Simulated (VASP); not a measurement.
# Cr (Im-3m) in VASP: further runs, part 2 of 2

VASP 6.6.1. The steps go on from the part before.

**5. Single point, PBE**

This run uses another cell than the first one, of 11.55 Å³/atom, 1.052 times its volume.

Input file INCAR:

```
  PREC = Accurate
  ENCUT = 500
  EDIFF = 1E-6
  ISMEAR = 0
  SIGMA = 0.1
  LREAL = False
  LASPH = True
  NELM = 120
  ALGO = Normal
  ISIF = 2
  LWAVE = False
  LCHARG = False
  GGA = PE
  NBANDS = 12
  GGA_COMPAT = False
```

Input file KPOINTS:

```
Automatic mesh
0
Gamma
  20 20 20
```

Input file POSCAR:

```
Cr
1.0
   -1.4238877287      1.4238877287      1.4238877287
    1.4238877287     -1.4238877287      1.4238877287
    1.4238877287      1.4238877287     -1.4238877287
Cr
1
Direct
    0.0000000000      0.0000000000      0.0000000000
```

On the command line:

```
$ cat potpaw_PBE.64/Cr_pv/POTCAR > POTCAR
$ mpirun -np 1 vasp_std > vasp.out
```

Run time: 15 s. Hardware: 1 thread of Intel Xeon 6975P-C, shared host; peak memory 0.14 GiB.

It converged, with:

```
Free energy            : -9.5186 eV
Pressure               : -1.3 GPa
Band gap on the k mesh : zero (band 6 reaches 13.42 eV, above the bottom of band 7 at 10.07 eV)
```

Levels at points of the mesh, in eV from the Fermi level:
```csv
k point,band 2,band 3,band 4,band 5,band 6,band 7,band 8,band 9,band 10,band 11
"(0.00, 0.00, 0.00)",-42.74,-42.74,-7.88,-0.93,-0.93,-0.93,1.13,1.13,7.09,22.29
"(0.50, 0.00, 0.00)",-43.03,-42.75,-4.45,-2.48,1.10,1.12,1.46,2.82,7.08,9.91
"(0.50, 0.50, 0.50)",-43.37,-43.37,-4.33,-4.33,2.43,2.43,2.43,7.09,10.59,10.59
```

Caveat: the run has no spin polarisation, though such a crystal can be magnetic.

**6. Relaxation of cell and atoms, PBE**

This run uses another cell than the first one, of 11.56 Å³/atom, 1.053 times its volume.

Input file INCAR:

```
SYSTEM = Cr
ALGO = Normal ; EDIFF = 1E-7
EDIFFG = -0.002 ; ENCUT = 500
GGA = PE ; GGA_COMPAT = .False.
IBRION = 2 ; ISIF = 3
ISMEAR = 0 ; LASPH = .True.
LCHARG = .False. ; LREAL = .False.
LWAVE = .False. ; NELM = 120
NELMIN = 4 ; NSW = 100
PREC = Accurate ; SIGMA = 0.1
```

Input file KPOINTS:

```
k-points
0
Gamma
  20 20 20
  0 0 0
```

Input file POSCAR:

```
Cr
1.0
   -1.4244740815      1.4244740815      1.4244740815
    1.4244740815     -1.4244740815      1.4244740815
    1.4244740815      1.4244740815     -1.4244740815
Cr
1
Direct
    0.0000000000      0.0000000000      0.0000000000
```

Potentials or basis: VASP PAW PBE potentials, release 64 (Cr_pv).

On the command line:

```
$ cat potpaw_PBE.64/Cr_pv/POTCAR > POTCAR
$ mpirun -np 1 vasp_std > vasp.out
```

OUTCAR:

```text
SYSTEM = Cr
   EDIFF = 1E-7
   EDIFFG = -0.002
   ENCUT = 500
   GGA = PE
   IBRION = 2
   ISIF = 3
   ISMEAR = 0
   LASPH = .True.
   LREAL = .False.
   NELM = 120
   NELMIN = 4
   NSW = 100
   PREC = Accurate

 ion  position               nearest neighbor table
   1  0.000  0.000  0.000-

  LATTYP: Found a body centered cubic cell.
 ALAT       =     2.8489481630

  Lattice vectors:

 A1 = (  -1.4244740815,   1.4244740815,   1.4244740815)
 A2 = (   1.4244740815,  -1.4244740815,   1.4244740815)
 A3 = (   1.4244740815,   1.4244740815,  -1.4244740815)

Analysis of symmetry for initial positions (statically):
=====================================================================
 Subroutine PRICEL returns:
 Original cell was already a primitive cell.

 Routine SETGRP: Setting up the symmetry group for a
 body centered cubic supercell.

 Subroutine GETGRP returns: Found 48 space group operations
 (whereof 48 operations were pure point group operations)
 out of a pool of 48 trial point group operations.

The static configuration has the point symmetry O_h .

Analysis of symmetry for dynamics (positions and initial velocities):
=====================================================================
 Subroutine PRICEL returns:
 Original cell was already a primitive cell.

 Routine SETGRP: Setting up the symmetry group for a
 body centered cubic supercell.

 Subroutine GETGRP returns: Found 48 space group operations
 (whereof 48 operations were pure point group operations)
 out of a pool of 48 trial point group operations.

The dynamic configuration has the point symmetry O_h .

 Subroutine INISYM returns: Found 48 space group operations
 (whereof 48 operations are pure point group operations),
 and found     1 'primitive' translations

----------------------------------------------------------------------------------------

                                     Primitive cell

  volume of cell :      11.5618

  direct lattice vectors                    reciprocal lattice vectors
    -1.424474082  1.424474082  1.424474082     0.000000000  0.351006737  0.351006737
     1.424474082 -1.424474082  1.424474082     0.351006737  0.000000000  0.351006737
     1.424474082  1.424474082 -1.424474082     0.351006737  0.351006737  0.000000000

  length of vectors
     2.467261483  2.467261483  2.467261483     0.496398489  0.496398489  0.496398489

  position of ions in fractional coordinates (direct lattice)
     0.000000000  0.000000000  0.000000000

  ion indices of the primitive-cell ions
   primitive index   ion index
                 1           1

----------------------------------------------------------------------------------------

 KPOINTS: k-points

Automatic generation of k-mesh.
 Grid dimensions read from file:
 generate k-points for:   20   20   20

 Generating k-lattice:
[... 45 lines left out ...]
   number of dos      NEDOS =    301   number of ions     NIONS =      1
   total plane-waves  NPLWV =   5832
   dimension x,y,z NGX =    18 NGY =   18 NGZ =   18
   dimension x,y,z NGXF=    36 NGYF=   36 NGZF=   36
   ions per type =               1
   NGX,Y,Z   is equivalent  to a cutoff of  12.13, 12.13, 12.13 a.u.
   NGXF,Y,Z  is equivalent  to a cutoff of  24.26, 24.26, 24.26 a.u.
 SYSTEM =  Cr
   PREC   = accura    normal or accurate (medium, high low for compatibility)
   ISTART =      0    job   : 0-new  1-cont  2-samecut
   ICHARG =      2    charge: 1-file 2-atom 10-const
   ISPIN  =      1    spin polarized calculation?
   LNONCOLLINEAR =      F non collinear calculations
   LSORBIT =      F    spin-orbit coupling
   LASPH  =      T    aspherical Exc in radial PAW
   ENCUT  =  500.0 eV  36.75 Ry    6.06 a.u.   4.50  4.50  4.50*2*pi/ulx,y,z
   NELM   =    120;   NELMIN=  4; NELMDL= -5     # of ELM steps
   EDIFF  = 0.1E-06   stopping-criterion for ELM
   LREAL  =      F    real-space projection
   EDIFFG = -.2E-02   stopping-criterion for IOM
   NSW    =    100    number of steps for IOM
   IBRION =      2    ionic relax: 0-MD 1-quasi-New 2-CG
   NFREE  =      1    steps in history (QN), initial steepest desc. (CG)
   ISIF   =      3    stress and relaxation
   ISYM   =      2    0-nonsym 1-usesym 2-fastsym
   POTIM  = 0.5000    time-step for ionic-motion
   TEBEG  =    0.0;   TEEND  =   0.0 temperature during run
   PSTRESS=    0.0 pullay stress
   NELECT =      12.0000    total number of electrons
   NUPDOWN=      -1.0000    fix difference up-down
   EMIN   =  10.00;   EMAX   =-10.00  energy-range for DOS
   EFERMI =   0.00;   METHOD = LEGACY
   ISMEAR =     0;   SIGMA  =   0.10  broadening in eV -4-tet -1-fermi 0-gaus
   EFERMI_NEDOS =   21; number of points for ismear=-14 and -15
   IALGO  =     38    algorithm
   IMIX   =      4    mixing-type and parameters
     AMIX     =   0.40;   BMIX     =  1.00
     AMIX_MAG =   1.60;   BMIX_MAG =  1.00
  volume/ion in A,a.u.               =      11.56        78.02
  Fermi-wavevector in a.u.,A,eV,Ry     =   1.657527  3.132272 37.380603  2.747397
  Thomas-Fermi vector in A             =   2.745265
   LORBIT       =      0    0 simple, 1 ext, 2 COOP (PROOUT), +10 PAW based schemes
   GGA     = PE    functional components
   LHFCALC =     F    Hartree Fock is set to
   AEXX    =    0.0000 exact exchange contribution
   IVDW    =     0    specifies the selected vdW correction
   LEPSILON=     F    determine dielectric tensor
   LRPA    =     F    only Hartree local field effects (RPA)
 conjugate gradient relaxation of ions
 non-spin polarized calculation
 Gauss-broadening in eV      SIGMA  =   0.10
  energy-cutoff  :      500.00
  volume of cell :       11.56
 maximum number of plane-waves:       321
 NGX is ok and might be reduce to    18
   NGX =  9   NGY =  9   NGZ =  9

--------------------------------------- Ionic step        1  -------------------------------------------

 number of electron      11.9999993 magnetization

 Free energy of the ion-electron system (eV)
  ---------------------------------------------------
  ext. energy  EPLUGINS =         0.00000000
  ---------------------------------------------------
  free energy    TOTEN  =        -9.51849937 eV

  energy without entropy =       -9.51505267  energy(sigma->0) =       -9.51677602

------------------------ aborting loop because EDIFF is reached ----------------------------------------

  FORCE on cell =-STRESS in cart. coord.  units (eV):
  Direction    XX          YY          ZZ          XY          YZ          ZX
  --------------------------------------------------------------------------------------
  -------------------------------------------------------------------------------------
  Total       -0.0701839     -0.0701839     -0.0701839     -0.0000000      0.0000000     -0.0000000
  in kB       -9.7257802     -9.7257802     -9.7257802     -0.0000000      0.0000000     -0.0000000
  external PRESSURE =      -9.7257802 kB  Pullay stress =       0.0000000 kB
[... 57 lines left out ...]
--------------------------------------- Ionic step        3  -------------------------------------------

 number of electron      11.9999996 magnetization

 Free energy of the ion-electron system (eV)
  ---------------------------------------------------
  ext. energy  EPLUGINS =         0.00000000
  ---------------------------------------------------
  free energy    TOTEN  =        -9.51862803 eV

  energy without entropy =       -9.51520056  energy(sigma->0) =       -9.51691429

 E-fermi :  11.0302     XC(G=0): -13.6896

 val. band max:       11.0258914223   @ k =   0.4500   0.1000   0.0000
 cond. band min:      11.0390970201   @ k =  -0.1500   0.2000   0.1000
 fundamental gap:      0.0132055978
 Fermi energy:        11.0301546997

 k-point     1 :       0.0000    0.0000    0.0000
  band No.  band energies     occupation
      1     -31.7107      2.00000
      2     -31.7107      2.00000
      3     -31.7107      2.00000
      4       3.1448      2.00000
      5      10.0974      2.00000
      6      10.0974      2.00000
      7      10.0974      2.00000
      8      12.1583      0.00000
      9      12.1583      0.00000
     10      18.1221      0.00000
[... 287 lines left out ...]
 k-point    24 :       0.2500    0.1000    0.0000
  band No.  band energies     occupation
      1     -32.3340      2.00000
      2     -31.9116      2.00000
      3     -31.7457      2.00000
      4       6.3385      2.00000
      5       9.0452      2.00000
      6       9.5689      2.00000
      7      11.7810      0.00000
      8      12.4380      0.00000
      9      12.7754      0.00000
     10      18.1210      0.00000

 [... further k-points ...]

------------------------ aborting loop because EDIFF is reached ----------------------------------------

  FORCE on cell =-STRESS in cart. coord.  units (eV):
  Direction    XX          YY          ZZ          XY          YZ          ZX
  --------------------------------------------------------------------------------------
  -------------------------------------------------------------------------------------
  Total        0.0004415      0.0004415      0.0004415      0.0000000      0.0000000      0.0000000
  in kB        0.0614057      0.0614057      0.0614057      0.0000000      0.0000000      0.0000000
  external PRESSURE =       0.0614057 kB  Pullay stress =       0.0000000 kB
[... 16 lines left out ...]
  FREE ENERGIE OF THE ION-ELECTRON SYSTEM (eV)
  ---------------------------------------------------
  free  energy   TOTEN  =        -9.5186280304 eV

  energy  without entropy=       -9.5152005594  energy(sigma->0) =       -9.51691429

 reached required accuracy - stopping structural energy minimisation
```

OSZICAR:

```text
N       E                     dE             d eps       ncg     rms          rms(c)
DAV:   1     0.711833980745E+02    0.71183E+02   -0.72993E+03  5128   0.139E+03
DAV:   2    -0.994092780577E+01   -0.81124E+02   -0.78920E+02  5174   0.318E+02
DAV:   3    -0.111861805078E+02   -0.12453E+01   -0.12245E+01  5604   0.475E+01
[... 23 lines left out ...]
DAV:   3    -0.951868818447E+01    0.18614E-03   -0.40125E-04  5360   0.330E-01    0.715E-02
DAV:   4    -0.951862723094E+01    0.60954E-04   -0.87135E-05  5194   0.136E-01    0.104E-02
DAV:   5    -0.951862737853E+01   -0.14759E-06   -0.15964E-06  5386   0.210E-02    0.387E-03
DAV:   6    -0.951862806806E+01   -0.68953E-06   -0.73215E-08  3092   0.349E-03    0.291E-04
DAV:   7    -0.951862803043E+01    0.37634E-07   -0.46045E-09  2560   0.957E-04
   3 F= -.95186280E+01 E0= -.95169143E+01  d E =-.128663E-03
```

Wall time 36 s (1 thread of Intel Xeon 6975P-C, shared host); peak memory 0.15 GiB.

Results:

```yaml
Free_energy: -9.5186 eV
Relaxed_volume: 11.52 Å³/atom
Relaxed_cell: a = 2.464 Å, b = 2.464 Å, c = 2.464 Å, α = 109.47°, β = 109.47°, γ = 109.47°
Space_group_after_relaxing_to_0.05_Å: Im-3m (No. 229)
Energy_gained_by_relaxing: 0.1 meV/atom
Ionic_steps: 3
Pressure_after_relaxing: 0.0 GPa
Band_gap_on_the_k_mesh: zero (band 6 reaches 13.46 eV, above the bottom of band 7 at 10.10 eV)
```

The path:
```tsv
step	energy change (eV)	largest force (eV/Å)	pressure (GPa)	volume (Å³)
1	0.0000	0.0000	-0.97	11.56
2	0.0003	0.0000	1.73	11.44
3	-0.0001	0.0000	0.01	11.52
```

Final structure:
```xyz
1
Lattice="-1.4227 1.4227 1.4227 1.4227 -1.4227 1.4227 1.4227 1.4227 -1.4227" Properties=species:S:1:pos:R:3 pbc="T T T"
Cr    0.0000    0.0000    0.0000
```

Caveat: the run has no spin polarisation, though such a crystal can be magnetic. Spin polarisation is off, so any magnetic state and its effect on volume and gap are missing.

**7. Overview**

| task | cell | k mesh | gap on the mesh (eV) | pressure (GPa) | relaxed volume (Å³/atom) |
| --- | --- | --- | --- | --- | --- |
| single point | a = 2.425 Å, angles 109.5°, 1 atom | 8 × 8 × 8 | none | 14.9 | - |
| single point | a = 2.467 Å, angles 109.5°, 1 atom | 10 × 10 × 10 | none | -0.5 | - |
| relaxation of cell and atoms | relaxed from a = 2.425 Å, angles 109.5°, 1 atom | 10 × 10 × 10 | none | -0.4 | 11.55 |
| single point | a = 2.466 Å, angles 109.5°, 1 atom | 20 × 20 × 20 | none | -1.3 | - |
| relaxation of cell and atoms | relaxed from a = 2.467 Å, angles 109.5°, 1 atom | 20 × 20 × 20 | none | 0.0 | 11.52 |

Alike in all rows: level PBE; potentials or basis VASP PAW PBE potentials, release 64 (Cr_pv); no spin polarisation; cutoff (eV) 500; smearing gaussian 0.1 eV.

Caveats: some runs use coarse meshes; the run has no spin polarisation, though such a crystal can be magnetic.

Total energies depend on the potentials used, so only differences within one code and one set of settings carry meaning.
